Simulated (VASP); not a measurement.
# Rh (Fd-3m) in VASP: further runs

Rh is run at these levels: PBEsol+D3(BJ); tasks: single point, relaxation of cell and atoms.

Everything below comes from runs of VASP 6.6.1. Logs are shortened: lines on timing, memory, paths and dates and some standing lists are left out, and cuts for length are marked.

### 1 The cell of the first run

Symmetry: Fd-3m, No. 227, cubic system. Conventional cell: a = 5.396 Å, b = 5.396 Å, c = 5.396 Å, α = 90.00°, β = 90.00°, γ = 90.00°. Rh (site symmetry -43m) has 4 Rh at 2.34 Å within 3.1 Å.

### 2 Single point, PBEsol+D3(BJ)

The input, INCAR:

```
PREC = Accurate
ENCUT = 520
EDIFF = 1E-6
ISMEAR = 1
SIGMA = 0.1
LREAL = False
LASPH = True
NELM = 60
ALGO = Normal
ISIF = 2
LWAVE = False
LCHARG = True
GGA = PS
IVDW = 12
LELF = True
LVHAR = True
NBANDS = 22
```

The input, KPOINTS:

```
regular mesh
0
Gamma
  8 8 8
```

The input, POSCAR:

```
Rh
1.0
    0.0000000000      2.6977637487      2.6977637487
    2.6977637487      0.0000000000      2.6977637487
    2.6977637487      2.6977637487      0.0000000000
Rh
2
Direct
    0.0000000000      0.0000000000      0.0000000000
    0.2500000000      0.2500000000      0.2500000000
```

Potentials or basis: VASP PAW PBE potentials, release 64 (Rh_pv).

Started as:

```
$ cat potpaw_PBE.64/Rh_pv/POTCAR > POTCAR
$ mpirun -np 1 vasp_std > vasp.out
```

OUTCAR:

```text
PREC = Accurate
   ENCUT = 520
   EDIFF = 1E-6
   ISMEAR = 1
   LREAL = False
   LASPH = True
   NELM = 60
   ISIF = 2
   GGA = PS
   IVDW = 12
 IVDW          = 12

 ion  position               nearest neighbor table
   1  0.000  0.000  0.000-   2 2.34   2 2.34   2 2.34   2 2.34
   2  0.250  0.250  0.250-   1 2.34   1 2.34   1 2.34   1 2.34

  LATTYP: Found a face centered cubic cell.
 ALAT       =     5.3955274974

  Lattice vectors:

 A1 = (   0.0000000000,   2.6977637487,   2.6977637487)
 A2 = (   2.6977637487,   0.0000000000,   2.6977637487)
 A3 = (   2.6977637487,   2.6977637487,   0.0000000000)

Analysis of symmetry for initial positions (statically):
=====================================================================
 Subroutine PRICEL returns:
 Original cell was already a primitive cell.

 Routine SETGRP: Setting up the symmetry group for a
 face centered cubic supercell.

 Subroutine GETGRP returns: Found 48 space group operations
 (whereof 24 operations were pure point group operations)
 out of a pool of 48 trial point group operations.

The static configuration has the point symmetry T_d .
 The point group associated with its full space group is O_h .

Analysis of symmetry for dynamics (positions and initial velocities):
=====================================================================
 Subroutine PRICEL returns:
 Original cell was already a primitive cell.

 Routine SETGRP: Setting up the symmetry group for a
 face centered cubic supercell.

 Subroutine GETGRP returns: Found 48 space group operations
 (whereof 24 operations were pure point group operations)
 out of a pool of 48 trial point group operations.

The dynamic configuration has the point symmetry T_d .
 The point group associated with its full space group is O_h .

 Subroutine INISYM returns: Found 48 space group operations
 (whereof 24 operations are pure point group operations),
 and found     1 'primitive' translations

----------------------------------------------------------------------------------------

                                     Primitive cell

  volume of cell :      39.2683

  direct lattice vectors                    reciprocal lattice vectors
     0.000000000  2.697763749  2.697763749    -0.185338690  0.185338690  0.185338690
     2.697763749  0.000000000  2.697763749     0.185338690 -0.185338690  0.185338690
     2.697763749  2.697763749  0.000000000     0.185338690  0.185338690 -0.185338690

  length of vectors
     3.815214081  3.815214081  3.815214081     0.321016028  0.321016028  0.321016028

  position of ions in fractional coordinates (direct lattice)
     0.000000000  0.000000000  0.000000000
     0.250000000  0.250000000  0.250000000

  ion indices of the primitive-cell ions
   primitive index   ion index
                 1           1
                 2           2

----------------------------------------------------------------------------------------

 KPOINTS: regular mesh

Automatic generation of k-mesh.
 Grid dimensions read from file:
 generate k-points for:    8    8    8

 Generating k-lattice:

  Cartesian coordinates                     Fractional coordinates (reciprocal lattice)
    -0.023167336  0.023167336  0.023167336     0.125000000  0.000000000  0.000000000
     0.023167336 -0.023167336  0.023167336     0.000000000  0.125000000  0.000000000
     0.023167336  0.023167336 -0.023167336     0.000000000  0.000000000  0.125000000

  Length of vectors
     0.040127004  0.040127004  0.040127004

  Shift w.r.t. Gamma in fractional coordinates (k-lattice)
     0.000000000  0.000000000  0.000000000

 Subroutine IBZKPT returns following result:
 ===========================================

 Found     29 irreducible k-points:

 Following reciprocal coordinates:
            Coordinates               Weight
  0.000000  0.000000  0.000000      1.000000
  0.125000  0.000000  0.000000      8.000000
  0.250000  0.000000  0.000000      8.000000
  0.375000  0.000000  0.000000      8.000000
  0.500000  0.000000  0.000000      4.000000
  0.125000  0.125000  0.000000      6.000000
[... 16 lines left out ...]
  0.500000  0.250000  0.125000     48.000000
 -0.375000  0.250000  0.125000     24.000000
 [... further k-points ...]
   k-points           NKPTS =     29   k-points in BZ     NKDIM =     29   number of bands    NBANDS=     22
   number of dos      NEDOS =    301   number of ions     NIONS =      2
   total plane-waves  NPLWV =  21952
   dimension x,y,z NGX =    28 NGY =   28 NGZ =   28
   dimension x,y,z NGXF=    56 NGYF=   56 NGZF=   56
   ions per type =               2
   NGX,Y,Z   is equivalent  to a cutoff of  12.20, 12.20, 12.20 a.u.
   NGXF,Y,Z  is equivalent  to a cutoff of  24.40, 24.40, 24.40 a.u.
 SYSTEM =  unknown system
   PREC   = accura    normal or accurate (medium, high low for compatibility)
   ISTART =      0    job   : 0-new  1-cont  2-samecut
   ICHARG =      2    charge: 1-file 2-atom 10-const
   ISPIN  =      1    spin polarized calculation?
   LNONCOLLINEAR =      F non collinear calculations
   LSORBIT =      F    spin-orbit coupling
   LASPH  =      T    aspherical Exc in radial PAW
   ENCUT  =  520.0 eV  38.22 Ry    6.18 a.u.   7.09  7.09  7.09*2*pi/ulx,y,z
   NELM   =     60;   NELMIN=  2; NELMDL= -5     # of ELM steps
   EDIFF  = 0.1E-05   stopping-criterion for ELM
   LREAL  =      F    real-space projection
   EDIFFG = 0.1E-04   stopping-criterion for IOM
   NSW    =      0    number of steps for IOM
   IBRION =     -1    ionic relax: 0-MD 1-quasi-New 2-CG
   NFREE  =      0    steps in history (QN), initial steepest desc. (CG)
   ISIF   =      2    stress and relaxation
   ISYM   =      2    0-nonsym 1-usesym 2-fastsym
   POTIM  = 0.5000    time-step for ionic-motion
   TEBEG  =    0.0;   TEEND  =   0.0 temperature during run
   PSTRESS=    0.0 pullay stress
   NELECT =      30.0000    total number of electrons
   NUPDOWN=      -1.0000    fix difference up-down
   EMIN   =  10.00;   EMAX   =-10.00  energy-range for DOS
   EFERMI =   0.00;   METHOD = LEGACY
   ISMEAR =     1;   SIGMA  =   0.10  broadening in eV -4-tet -1-fermi 0-gaus
   EFERMI_NEDOS =   21; number of points for ismear=-14 and -15
   IALGO  =     38    algorithm
   IMIX   =      4    mixing-type and parameters
     AMIX     =   0.40;   BMIX     =  1.00
     AMIX_MAG =   1.60;   BMIX_MAG =  1.00
  volume/ion in A,a.u.               =      19.63       132.50
  Fermi-wavevector in a.u.,A,eV,Ry     =   1.496585  2.828135 30.473868  2.239766
  Thomas-Fermi vector in A             =   2.608582
   LORBIT       =      0    0 simple, 1 ext, 2 COOP (PROOUT), +10 PAW based schemes
   GGA     = PS    functional components
   LHFCALC =     F    Hartree Fock is set to
   AEXX    =    0.0000 exact exchange contribution
   IVDW    =    12    specifies the selected vdW correction
   LEPSILON=     F    determine dielectric tensor
   LRPA    =     F    only Hartree local field effects (RPA)
 non-spin polarized calculation
 Methfessel and Paxton  Order N= 1 SIGMA  =   0.10
  energy-cutoff  :      520.00
  volume of cell :       39.27
 maximum number of plane-waves:      1067
   NGX = 15   NGY = 15   NGZ = 15

 number of electron      29.9999994 magnetization

 Free energy of the ion-electron system (eV)
  ---------------------------------------------------
  ext. energy  EPLUGINS =         0.00000000
  ---------------------------------------------------
  free energy    TOTEN  =       -13.69035530 eV

  energy without entropy =      -13.69219089  energy(sigma->0) =      -13.69096716

 E-fermi :   7.0364     XC(G=0): -11.6801

 val. band max:        6.9791644075   @ k =  -0.3750   0.1250   0.0000
 cond. band min:       7.0543232505   @ k =   0.2500   0.1250   0.0000
 fundamental gap:      0.0751588430
 Fermi energy:         7.0363857489

 k-point     1 :       0.0000    0.0000    0.0000
  band No.  band energies     occupation
      1     -40.2636      2.00000
      2     -40.2636      2.00000
      3     -40.2636      2.00000
      4     -39.5269      2.00000
      5     -39.5269      2.00000
      6     -39.5269      2.00000
[... 14 lines left out ...]
     21      20.0025      0.00000
     22      20.2279      0.00000

 k-point     2 :       0.1250    0.0000    0.0000
  band No.  band energies     occupation
      1     -40.2760      2.00000
      2     -40.2760      2.00000
      3     -40.2605      2.00000
      4     -39.5313      2.00000
      5     -39.5141      2.00000
      6     -39.5141      2.00000
[... 14 lines left out ...]
     21      19.2306      0.00000
     22      21.0144      0.00000

 k-point     3 :       0.2500    0.0000    0.0000
  band No.  band energies     occupation
      1     -40.3044      2.00000
      2     -40.3044      2.00000
      3     -40.2531      2.00000
      4     -39.5417      2.00000
      5     -39.4846      2.00000
      6     -39.4846      2.00000
[... 14 lines left out ...]
     21      18.0651      0.00000
     22      21.1168      0.00000

 k-point     4 :       0.3750    0.0000    0.0000
  band No.  band energies     occupation
      1     -40.3308      2.00000
      2     -40.3308      2.00000
      3     -40.2460      2.00000
      4     -39.5516      2.00000
      5     -39.4570      2.00000
      6     -39.4570      2.00000
[... 14 lines left out ...]
     21      17.5369      0.00000
     22      20.9730      0.00000

 k-point     5 :       0.5000    0.0000    0.0000
  band No.  band energies     occupation
      1     -40.3413      2.00000
      2     -40.3413      2.00000
      3     -40.2432      2.00000
      4     -39.5556      2.00000
      5     -39.4461      2.00000
      6     -39.4461      2.00000
[... 14 lines left out ...]
     21      17.3961      0.00000
     22      20.9143      0.00000

 k-point     6 :       0.1250    0.1250    0.0000
  band No.  band energies     occupation
      1     -40.2904      2.00000
      2     -40.2904      2.00000
      3     -40.2364      2.00000
      4     -39.5564      2.00000
      5     -39.4993      2.00000
      6     -39.4993      2.00000
[... 14 lines left out ...]
     21      19.3337      0.00000
     22      19.9411      0.00000

 k-point     7 :       0.2500    0.1250    0.0000
  band No.  band energies     occupation
      1     -40.3199      2.00000
      2     -40.3193      2.00000
      3     -40.2116      2.00000
      4     -39.5833      2.00000
      5     -39.4694      2.00000
      6     -39.4692      2.00000
[... 324 lines left out ...]
      6     -39.3549      2.00000
[... 14 lines left out ...]
     21      17.8715      0.00000
     22      21.3990      0.00000

 k-point    21 :       0.5000    0.5000    0.0000
  band No.  band energies     occupation
      1     -40.4194      2.00000
      2     -40.4194      2.00000
      3     -39.9027      2.00000
      4     -39.9027      2.00000
      5     -39.3650      2.00000
      6     -39.3650      2.00000
[... 14 lines left out ...]
     21      17.7838      0.00000
     22      17.7838      0.00000

 k-point    22 :       0.3750    0.2500    0.1250
  band No.  band energies     occupation
      1     -40.3669      2.00000
      2     -40.3370      2.00000
      3     -40.1676      2.00000
      4     -39.6290      2.00000
      5     -39.4509      2.00000
      6     -39.4219      2.00000
[... 14 lines left out ...]
     21      18.5771      0.00000
     22      20.0869      0.00000

 k-point    23 :       0.5000    0.2500    0.1250
  band No.  band energies     occupation
      1     -40.4009      2.00000
      2     -40.3603      2.00000
      3     -40.1226      2.00000
      4     -39.6744      2.00000
      5     -39.4268      2.00000
      6     -39.3887      2.00000
[... 14 lines left out ...]
     21      18.5234      0.00000
     22      21.4364      0.00000

 k-point    24 :      -0.3750    0.2500    0.1250
  band No.  band energies     occupation
      1     -40.4128      2.00000
      2     -40.3712      2.00000
      3     -40.1016      2.00000
      4     -39.6953      2.00000
      5     -39.4155      2.00000
      6     -39.3774      2.00000
[... 14 lines left out ...]
     21      18.4419      0.00000
     22      21.8199      0.00000

 [... further k-points ...]

------------------------ aborting loop because EDIFF is reached ----------------------------------------

 Edisp (eV)   -0.84446

 E8    (eV) :    -0.5678

  FORCE on cell =-STRESS in cart. coord.  units (eV):
  Direction    XX          YY          ZZ          XY          YZ          ZX
  --------------------------------------------------------------------------------------
  -------------------------------------------------------------------------------------
  Total       0.03097     0.03097     0.03097     0.00000     0.00000     0.00000
  in kB       1.26351     1.26351     1.26351     0.00000     0.00000     0.00000
  external pressure =        1.26 kB  Pullay stress =        0.00 kB

 VOLUME and BASIS-vectors are now :
 -----------------------------------------------------------------------------
  energy-cutoff  :      520.00
  volume of cell :       39.27
      direct lattice vectors                 reciprocal lattice vectors
     0.000000000  2.697763749  2.697763749    -0.185338690  0.185338690  0.185338690
     2.697763749  0.000000000  2.697763749     0.185338690 -0.185338690  0.185338690
     2.697763749  2.697763749  0.000000000     0.185338690  0.185338690 -0.185338690

 POSITION                                       TOTAL-FORCE (eV/Angst)
 -----------------------------------------------------------------------------------
      0.00000      0.00000      0.00000         0.000000      0.000000      0.000000
      1.34888      1.34888      1.34888        -0.000000     -0.000000     -0.000000
 -----------------------------------------------------------------------------------
    total drift:                                0.000000      0.000000      0.000000

  FREE ENERGIE OF THE ION-ELECTRON SYSTEM (eV)
  ---------------------------------------------------
  free  energy   TOTEN  =       -14.5348127810 eV

  energy  without entropy=      -14.5366483707  energy(sigma->0) =      -14.53542464
```

It took 12 s on 1 thread of Intel Xeon Platinum 8488C (Sapphire Rapids), shared host; peak memory 0.17 GiB.

What came out:

- Free energy: -14.5348 eV
- Pressure: 0.1 GPa
- Band gap on the k mesh: zero (band 15 reaches 7.77 eV, above the bottom of band 16 at 6.64 eV)
- Dispersion energy per atom: -0.422 eV

Levels at points of the mesh, in eV from the Fermi level:
| k point | band 12 | band 13 | band 14 | band 15 | band 16 | band 17 | band 18 | band 19 |
| --- | --- | --- | --- | --- | --- | --- | --- | --- |
| (0.00, 0.00, 0.00) | -4.21 | -1.56 | -1.56 | -1.56 | 0.46 | 0.46 | 12.63 | 12.97 |
| (0.50, 0.00, 0.00) | -3.95 | -0.97 | -0.97 | -0.91 | 0.09 | 0.09 | 1.95 | 9.80 |
| (0.50, 0.50, 0.00) | -2.33 | -2.29 | -2.29 | 0.35 | 0.35 | 2.38 | 2.38 | 4.79 |

Caveat: the PAW data sets were made with another functional, which shifts forces and pressure a little; pairwise dispersion overbinds metals, which lowers pressure and volume.

### 3 Relaxation of cell and atoms, PBEsol+D3(BJ)

This run uses another cell than the first one, of 17.78 Å³/atom, 0.906 times its volume.

The input, INCAR:

```
PREC = Accurate
ENCUT = 600
EDIFF = 1E-6
ISMEAR = 1
SIGMA = 0.1
LREAL = F
LASPH = T
NELM = 60
ALGO = Normal
ISIF = 3
LWAVE = F
LCHARG = F
GGA = PS
IVDW = 12
IBRION = 2
NSW = 80
EDIFFG = -0.01
```

KPOINTS is that of step 2.

The input, POSCAR:

```
Rh
1.0
    0.0000000000      2.6100000000      2.6100000000
    2.6100000000      0.0000000000      2.6100000000
    2.6100000000      2.6100000000      0.0000000000
Rh
2
Direct
    0.0000000000      0.0000000000      0.0000000000
    0.2500000000      0.2500000000      0.2500000000
```

Potentials or basis: VASP PAW PBE potentials, release 64 (Rh_pv).

Started as:

```
$ cat potpaw_PBE.64/Rh_pv/POTCAR > POTCAR
$ mpirun -np 1 vasp_std > vasp.out
```

It took 78 s on 1 thread of Intel Xeon Platinum 8488C (Sapphire Rapids), shared host; peak memory 0.19 GiB.

Results (log left out):

```yaml
Free_energy: -14.5309 eV
Relaxed_volume: 19.63 Å³/atom
Relaxed_cell: a = 3.815 Å, b = 3.815 Å, c = 3.815 Å, α = 60.00°, β = 60.00°, γ = 60.00°
Space_group_after_relaxing_to_0.05_Å: Fd-3m (No. 227)
Energy_gained_by_relaxing: 108.6 meV/atom
Ionic_steps: 17
Pressure_after_relaxing: 0.1 GPa
Band_gap_on_the_k_mesh: zero (band 15 reaches 7.78 eV, above the bottom of band 16 at 6.64 eV)
Dispersion_energy_per_atom: -0.422 eV
```

Step by step:
| step | energy change (eV) | largest force (eV/Å) | pressure (GPa) | volume (Å³) |
| --- | --- | --- | --- | --- |
| 1 | 0.0000 | 0.0000 | 20.62 | 35.56 |
| 2 | 0.5208 | 0.0000 | -20.14 | 48.68 |
| 3 | -0.2161 | 0.0000 | -1.15 | 39.57 |
| 4 | -0.2171 | 0.0000 | -0.18 | 39.33 |
| 5 | -0.2171 | 0.0000 | 0.14 | 39.25 |
| 6 | -0.2171 | 0.0000 | 0.12 | 39.25 |
| 7 | -0.2172 | 0.0000 | 0.11 | 39.25 |
| 8 | -0.2172 | 0.0000 | 0.11 | 39.25 |
| 9 | -0.2172 | 0.0000 | 0.11 | 39.25 |
| 10 | -0.2172 | 0.0000 | 0.11 | 39.25 |
| 11 | -0.2172 | 0.0000 | 0.11 | 39.25 |
| 12 | -0.2172 | 0.0000 | 0.11 | 39.25 |
| 13 | -0.2172 | 0.0000 | 0.11 | 39.25 |
| 14 | -0.2172 | 0.0000 | 0.11 | 39.26 |
| 15 | -0.2172 | 0.0000 | 0.10 | 39.26 |
| 16 | -0.2172 | 0.0000 | 0.08 | 39.26 |
| 17 | -0.2172 | 0.0000 | 0.05 | 39.27 |

Final structure:
```
CELL_PARAMETERS angstrom
0.00000 2.69773 2.69773
2.69773 0.00000 2.69773
2.69773 2.69773 0.00000
ATOMIC_POSITIONS crystal
Rh 0.00000 0.00000 0.00000
Rh 0.25000 0.25000 0.25000
```

Levels at points of the mesh, in eV from the Fermi level:
| k point | band 13 | band 14 | band 15 | band 16 | band 17 | band 18 |
| --- | --- | --- | --- | --- | --- | --- |
| (0.00, 0.00, 0.00) | -1.56 | -1.56 | -1.56 | 0.46 | 0.46 | 12.63 |
| (0.50, 0.00, 0.00) | -0.97 | -0.97 | -0.91 | 0.09 | 0.09 | 1.95 |
| (0.50, 0.50, 0.00) | -2.29 | -2.29 | 0.35 | 0.35 | 2.38 | 2.38 |

Caveat: the PAW data sets were made with another functional, which shifts forces and pressure a little; pairwise dispersion overbinds metals, which lowers pressure and volume.
